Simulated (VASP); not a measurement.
# TaN in VASP: further runs

The runs below take TaN through single point, with PBE.

Program: VASP 6.6.1. These are calculated values, not measurements. Logs are shortened: lines on timing, memory, paths and dates and some standing lists are left out, and cuts for length are marked.

### Step 1. The cell of the first run

The structure is tetragonal, space group I4mm (No. 107). The conventional cell has a = 3.123 Å, b = 3.123 Å, c = 4.416 Å, α = 90.00°, β = 90.00°, γ = 90.00°. Within 2.6 Å of Ta (site symmetry 4mm) lie 6 N at 1.92 to 2.50 Å. Within 2.6 Å of N (site symmetry 4mm) lie 6 Ta at 1.92 to 2.50 Å.

### Step 2. Single point, PBE (atoms displaced along a vibrational mode)

INCAR reads:

```
  ALGO = Normal
  EDIFF = 1E-6
  ENCUT = 520
  GGA = PE
  ISIF = 2
  ISMEAR = 0
  LASPH = True
  LCHARG = False
  LREAL = False
  LWAVE = False
  NBANDS = 15
  NELM = 80
  PREC = Accurate
  SIGMA = 0.15
```

KPOINTS reads:

```
k-points
0
Gamma
  18 18 18
```

POSCAR reads:

```
TaN
1.0
    0.0000000000      2.2081122569      2.2081122569
    2.2081122569      0.0000000000      2.2081122569
    2.2081122569      2.2081122569      0.0000000000
Ta N
1 1
Direct
    0.4952498232      0.5047501768      0.5047501768
    0.0613646338     -0.0613646338     -0.0613646338
```

Potentials or basis: VASP PAW PBE potentials, release 64 (Ta_pv, N).

The run is started by

```console
$ cat potpaw_PBE.64/Ta_pv/POTCAR potpaw_PBE.64/N/POTCAR > POTCAR
$ mpirun -np 1 vasp_std > vasp.out
```

OUTCAR:

```text
EDIFF = 1E-6
   ENCUT = 520
   GGA = PE
   ISIF = 2
   ISMEAR = 0
   LASPH = True
   LREAL = False
   NELM = 80
   PREC = Accurate

 ion  position               nearest neighbor table
   1  0.495  0.505  0.505-   2 1.92   2 2.23   2 2.23   2 2.23   2 2.23   2 2.50
   2  0.061  0.939  0.939-   1 1.92   1 2.23   1 2.23   1 2.23   1 2.23   1 2.50

  LATTYP: Found a face centered cubic cell.
 ALAT       =     4.4162245138

  Lattice vectors:

 A1 = (   0.0000000000,   2.2081122569,   2.2081122569)
 A2 = (   2.2081122569,   0.0000000000,   2.2081122569)
 A3 = (   2.2081122569,   2.2081122569,   0.0000000000)

Analysis of symmetry for initial positions (statically):
=====================================================================
 Subroutine PRICEL returns:
 Original cell was already a primitive cell.

 Routine SETGRP: Setting up the symmetry group for a
 face centered cubic supercell.

 Subroutine GETGRP returns: Found  8 space group operations
 (whereof  8 operations were pure point group operations)
 out of a pool of 48 trial point group operations.

The static configuration has the point symmetry C_4v.

Analysis of symmetry for dynamics (positions and initial velocities):
=====================================================================
 Subroutine PRICEL returns:
 Original cell was already a primitive cell.

 Routine SETGRP: Setting up the symmetry group for a
 face centered cubic supercell.

 Subroutine GETGRP returns: Found  8 space group operations
 (whereof  8 operations were pure point group operations)
 out of a pool of 48 trial point group operations.

The dynamic configuration has the point symmetry C_4v.

 Subroutine INISYM returns: Found  8 space group operations
 (whereof  8 operations are pure point group operations),
 and found     1 'primitive' translations

----------------------------------------------------------------------------------------

                                     Primitive cell

  volume of cell :      21.5324

  direct lattice vectors                    reciprocal lattice vectors
     0.000000000  2.208112257  2.208112257    -0.226437763  0.226437763  0.226437763
     2.208112257  0.000000000  2.208112257     0.226437763 -0.226437763  0.226437763
     2.208112257  2.208112257  0.000000000     0.226437763  0.226437763 -0.226437763

  length of vectors
     3.122742301  3.122742301  3.122742301     0.392201710  0.392201710  0.392201710

  position of ions in fractional coordinates (direct lattice)
     0.495249823  0.504750177  0.504750177
     0.061364634  0.938635366  0.938635366

  ion indices of the primitive-cell ions
   primitive index   ion index
                 1           1
                 2           2

----------------------------------------------------------------------------------------

 KPOINTS: k-points

Automatic generation of k-mesh.
 Grid dimensions read from file:
 generate k-points for:   18   18   18

 Generating k-lattice:

  Cartesian coordinates                     Fractional coordinates (reciprocal lattice)
    -0.012579876  0.012579876  0.012579876     0.055555556  0.000000000  0.000000000
     0.012579876 -0.012579876  0.012579876     0.000000000  0.055555556  0.000000000
     0.012579876  0.012579876 -0.012579876     0.000000000  0.000000000  0.055555556

  Length of vectors
     0.021788984  0.021788984  0.021788984

  Shift w.r.t. Gamma in fractional coordinates (k-lattice)
     0.000000000  0.000000000  0.000000000

 Subroutine IBZKPT returns following result:
 ===========================================

 Found    480 irreducible k-points:

 Following reciprocal coordinates:
            Coordinates               Weight
  0.000000  0.000000  0.000000      1.000000
  0.055556  0.000000  0.000000      8.000000
  0.111111  0.000000  0.000000      8.000000
  0.166667  0.000000  0.000000      8.000000
  0.222222  0.000000  0.000000      8.000000
  0.277778  0.000000  0.000000      8.000000
[... 16 lines left out ...]
  0.388889  0.055556  0.000000     16.000000
  0.000000  0.388889  0.055556      8.000000
 [... further k-points ...]
   k-points           NKPTS =    480   k-points in BZ     NKDIM =    480   number of bands    NBANDS=     15
   number of dos      NEDOS =    301   number of ions     NIONS =      2
   total plane-waves  NPLWV =  13824
   dimension x,y,z NGX =    24 NGY =   24 NGZ =   24
   dimension x,y,z NGXF=    48 NGYF=   48 NGZF=   48
   ions per type =               1   1
   NGX,Y,Z   is equivalent  to a cutoff of  12.78, 12.78, 12.78 a.u.
   NGXF,Y,Z  is equivalent  to a cutoff of  25.55, 25.55, 25.55 a.u.
 SYSTEM =  unknown system
   PREC   = accura    normal or accurate (medium, high low for compatibility)
   ISTART =      0    job   : 0-new  1-cont  2-samecut
   ICHARG =      2    charge: 1-file 2-atom 10-const
   ISPIN  =      1    spin polarized calculation?
   LNONCOLLINEAR =      F non collinear calculations
   LSORBIT =      F    spin-orbit coupling
   LASPH  =      T    aspherical Exc in radial PAW
   ENCUT  =  520.0 eV  38.22 Ry    6.18 a.u.   5.81  5.81  5.81*2*pi/ulx,y,z
   NELM   =     80;   NELMIN=  2; NELMDL= -5     # of ELM steps
   EDIFF  = 0.1E-05   stopping-criterion for ELM
   LREAL  =      F    real-space projection
   EDIFFG = 0.1E-04   stopping-criterion for IOM
   NSW    =      0    number of steps for IOM
   IBRION =     -1    ionic relax: 0-MD 1-quasi-New 2-CG
   NFREE  =      0    steps in history (QN), initial steepest desc. (CG)
   ISIF   =      2    stress and relaxation
   ISYM   =      2    0-nonsym 1-usesym 2-fastsym
   POTIM  = 0.5000    time-step for ionic-motion
   TEBEG  =    0.0;   TEEND  =   0.0 temperature during run
   PSTRESS=    0.0 pullay stress
   NELECT =      16.0000    total number of electrons
   NUPDOWN=      -1.0000    fix difference up-down
   EMIN   =  10.00;   EMAX   =-10.00  energy-range for DOS
   EFERMI =   0.00;   METHOD = LEGACY
   ISMEAR =     0;   SIGMA  =   0.15  broadening in eV -4-tet -1-fermi 0-gaus
   EFERMI_NEDOS =   21; number of points for ismear=-14 and -15
   IALGO  =     38    algorithm
   IMIX   =      4    mixing-type and parameters
     AMIX     =   0.40;   BMIX     =  1.00
     AMIX_MAG =   1.60;   BMIX_MAG =  1.00
  volume/ion in A,a.u.               =      10.77        72.65
  Fermi-wavevector in a.u.,A,eV,Ry     =   1.482804  2.802093 29.915225  2.198707
  Thomas-Fermi vector in A             =   2.596544
   LORBIT       =      0    0 simple, 1 ext, 2 COOP (PROOUT), +10 PAW based schemes
   GGA     = PE    functional components
   LHFCALC =     F    Hartree Fock is set to
   AEXX    =    0.0000 exact exchange contribution
   IVDW    =     0    specifies the selected vdW correction
   LEPSILON=     F    determine dielectric tensor
   LRPA    =     F    only Hartree local field effects (RPA)
 non-spin polarized calculation
 Gauss-broadening in eV      SIGMA  =   0.15
  energy-cutoff  :      520.00
  volume of cell :       21.53
 maximum number of plane-waves:       590
   NGX = 11   NGY = 11   NGZ = 11

 number of electron      16.0000002 magnetization

 Free energy of the ion-electron system (eV)
  ---------------------------------------------------
  ext. energy  EPLUGINS =         0.00000000
  ---------------------------------------------------
  free energy    TOTEN  =       -21.42067638 eV

  energy without entropy =      -21.41048861  energy(sigma->0) =      -21.41558249

 E-fermi :   9.2790     XC(G=0): -13.3284

 val. band max:        9.2689197791   @ k =   0.3333   0.1667   0.0556
 cond. band min:       9.2813374333   @ k =   0.1111   0.0556   0.2778
 fundamental gap:      0.0124176542
 Fermi energy:         9.2790030395

 k-point     1 :       0.0000    0.0000    0.0000
  band No.  band energies     occupation
      1     -26.3877      2.00000
      2     -26.2538      2.00000
      3     -26.2538      2.00000
      4      -9.3706      2.00000
      5       4.2624      2.00000
      6       4.2624      2.00000
      7       4.2790      2.00000
      8       7.4406      2.00000
      9       8.9271      1.99909
     10       8.9271      1.99909
     11       9.5736      0.00548
     12      10.5458      0.00000
     13      11.5630      0.00000
     14      18.5748      0.00000
     15      21.9194      0.00000

 k-point     2 :       0.0556    0.0000    0.0000
  band No.  band energies     occupation
      1     -26.4006      2.00000
      2     -26.2707      2.00000
      3     -26.2565      2.00000
      4      -9.2984      2.00000
      5       3.7922      2.00000
      6       4.1828      2.00000
      7       4.5088      2.00000
      8       7.4460      2.00000
      9       8.6215      2.00000
     10       8.7751      2.00000
     11      10.1157      0.00000
     12      10.8131      0.00000
     13      11.8405      0.00000
     14      18.8077      0.00000
     15      21.9192      0.00000

 k-point     3 :       0.1111    0.0000    0.0000
  band No.  band energies     occupation
      1     -26.4498      2.00000
      2     -26.3065      2.00000
      3     -26.2643      2.00000
      4      -9.0882      2.00000
      5       3.1553      2.00000
      6       3.9487      2.00000
      7       4.4434      2.00000
      8       7.4843      2.00000
      9       8.4028      2.00000
     10       8.6187      2.00000
     11      11.0303      0.00000
     12      11.4361      0.00000
     13      12.5169      0.00000
     14      19.4644      0.00000
     15      21.9188      0.00000
[... 343 lines left out ...]
 k-point    23 :       0.3889    0.0556    0.0000
  band No.  band energies     occupation
      1     -27.0137      2.00000
      2     -26.4167      2.00000
      3     -26.3359      2.00000
      4      -7.1441      2.00000
      5      -0.0595      2.00000
      6       2.1556      2.00000
      7       2.5937      2.00000
      8       8.9611      1.99727
      9      10.5067      0.00000
     10      10.8602      0.00000
     11      14.0028      0.00000
     12      15.3298      0.00000
     13      16.4459      0.00000
     14      20.6439      0.00000
     15      21.9320      0.00000

 k-point    24 :       0.0000    0.3889    0.0556
  band No.  band energies     occupation
      1     -27.0267      2.00000
      2     -26.3997      2.00000
      3     -26.3432      2.00000
      4      -7.1213      2.00000
      5      -0.0664      2.00000
      6       2.3116      2.00000
      7       2.3693      2.00000
      8       9.2373      1.30555
      9      10.5391      0.00000
     10      10.8687      0.00000
     11      13.6489      0.00000
     12      14.7213      0.00000
     13      17.1733      0.00000
     14      20.8987      0.00000
     15      21.9343      0.00000

 [... further k-points ...]

------------------------ aborting loop because EDIFF is reached ----------------------------------------

  FORCE on cell =-STRESS in cart. coord.  units (eV):
  Direction    XX          YY          ZZ          XY          YZ          ZX
  --------------------------------------------------------------------------------------
  -------------------------------------------------------------------------------------
  Total        5.7552069      0.2979338      0.2979338      0.0000000      0.0000000      0.0000000
  in kB      428.2309826     22.1685302     22.1685302      0.0000000      0.0000000      0.0000000
  external PRESSURE =     157.5226810 kB  Pullay stress =       0.0000000 kB

 VOLUME and BASIS-vectors are now :
 -----------------------------------------------------------------------------
  energy-cutoff  :      520.00
  volume of cell :       21.53
      direct lattice vectors                 reciprocal lattice vectors
     0.000000000  2.208112257  2.208112257    -0.226437763  0.226437763  0.226437763
     2.208112257  0.000000000  2.208112257     0.226437763 -0.226437763  0.226437763
     2.208112257  2.208112257  0.000000000     0.226437763  0.226437763 -0.226437763

 POSITION                                       TOTAL-FORCE (eV/Angst)
 -----------------------------------------------------------------------------------
      2.22909      2.20811      2.20811        -3.490058      0.000000      0.000000
      4.14522      2.20811      2.20811         3.490058      0.000000      0.000000
 -----------------------------------------------------------------------------------
    total drift:                                0.000389     -0.000000     -0.000000

  FREE ENERGIE OF THE ION-ELECTRON SYSTEM (eV)
  ---------------------------------------------------
  free  energy   TOTEN  =       -21.4206763779 eV

  energy  without entropy=      -21.4104886065  energy(sigma->0) =      -21.41558249
```

Run time: 2.3 min. Hardware: 1 thread of Intel Xeon 8259CL, shared host; peak memory 0.27 GiB.

Results:

- Free energy: -21.4207 eV
- Pressure: 15.8 GPa
- Largest force: 3.490 eV/Å
- Band gap on the k mesh: zero (bands 8 and 9 overlap by 2.78 eV)

Forces in eV/Å, atoms in the order of the input:
```
Ta  -3.490  0.000  0.000
N    3.490  0.000  0.000
```

Stress tensor (GPa, compression positive):
```
42.82  0.00  0.00
 0.00  2.22  0.00
 0.00  0.00  2.22
```

Levels at points of the mesh, in eV from the Fermi level:
```csv
k point,band 4,band 5,band 6,band 7,band 8,band 9,band 10,band 11,band 12,band 13
"(0.00, 0.00, 0.00)",-18.65,-5.02,-5.02,-5.00,-1.84,-0.35,-0.35,0.29,1.27,2.28
"(0.50, 0.00, 0.00)",-15.88,-10.06,-7.34,-7.22,1.48,1.94,2.19,3.71,6.31,8.31
"(0.50, 0.50, 0.00)",-17.36,-7.06,-6.57,-4.85,-2.39,2.84,3.60,3.68,4.00,6.87
"(0.00, 0.50, 0.50)",-17.31,-6.28,-5.22,-4.57,-4.57,2.38,3.02,3.59,3.59,5.85
```

Caveat: the cell differs from its parent crystal (atoms displaced along a vibrational mode); the stress differs along the axes, from 2 to 43 GPa; spin-orbit coupling is left out, which moves the levels of the heavy elements; forces of over 1 eV/Å act on the atoms, so gaps and moduli don't describe the material at rest.

### Step 3. Single point, PBE (atoms displaced along a vibrational mode, the cell strained)

INCAR reads:

```
SYSTEM = TaN
ALGO = Normal
EDIFF = 1E-7
ENCUT = 520
GGA = PE
ISIF = 2
ISMEAR = 0
LASPH = .TRUE.
LCHARG = .FALSE.
LREAL = .FALSE.
LWAVE = .FALSE.
NBANDS = 15
NELM = 80
PREC = Accurate
SIGMA = 0.15
```

KPOINTS reads:

```
k-points
0
G
  18 18 18
  0 0 0
```

POSCAR reads:

```
TaN
1.0
    0.0000000000      2.1823877491      2.2595612725
    2.1823877491      0.0000000000      2.2595612725
    2.1823877491      2.1823877491      0.0000000000
Ta N
1 1
Direct
    0.4952498232      0.5047501768      0.5047501768
    0.0613646338     -0.0613646338     -0.0613646338
```

Potentials or basis: VASP PAW PBE potentials, release 64 (Ta_pv, N).

The run is started by

```console
$ cat potpaw_PBE.64/Ta_pv/POTCAR potpaw_PBE.64/N/POTCAR > POTCAR
$ mpirun -np 1 vasp_std > vasp.out
```

Wall time 4.4 min (1 thread of Intel Xeon 8259CL, shared host); peak memory 0.39 GiB.

It converged, with:

```yaml
Free_energy: -21.3278 eV
Pressure: 18.1 GPa
Largest_force: 4.018 eV/Å
Band_gap_on_the_k_mesh: zero (bands 8 and 9 overlap by 2.88 eV)
```

Forces on the atoms (eV/Å):
```
Ta  -4.018  0.000  0.000
N    4.018  0.000  0.000
```

Stress tensor (GPa, compression positive):
```
52.51  0.00  0.00
 0.00  9.36  0.00
 0.00  0.00 -7.55
```

Levels at points of the mesh, in eV from the Fermi level:
```tsv
k point	band 6	band 7	band 8	band 9	band 10	band 11
(0.00, 0.00, 0.00)	-4.97	-4.94	-1.69	-0.41	-0.37	-0.09
(0.50, 0.00, 0.00)	-7.38	-7.25	1.46	1.99	2.31	3.73
(0.50, 0.50, 0.00)	-6.78	-4.78	-2.26	2.92	3.58	3.67
(0.50, 0.00, 0.50)	-6.45	-4.78	-2.53	2.74	3.44	3.84
(0.00, 0.50, 0.50)	-5.24	-4.69	-4.58	2.28	3.14	3.36
```

Caveat: the cell differs from its parent crystal (atoms displaced along a vibrational mode, the cell strained); the stress differs along the axes, from -8 to 53 GPa; spin-orbit coupling is left out, which moves the levels of the heavy elements; forces of over 1 eV/Å act on the atoms, so gaps and moduli don't describe the material at rest.

[end of part 1 of 2]
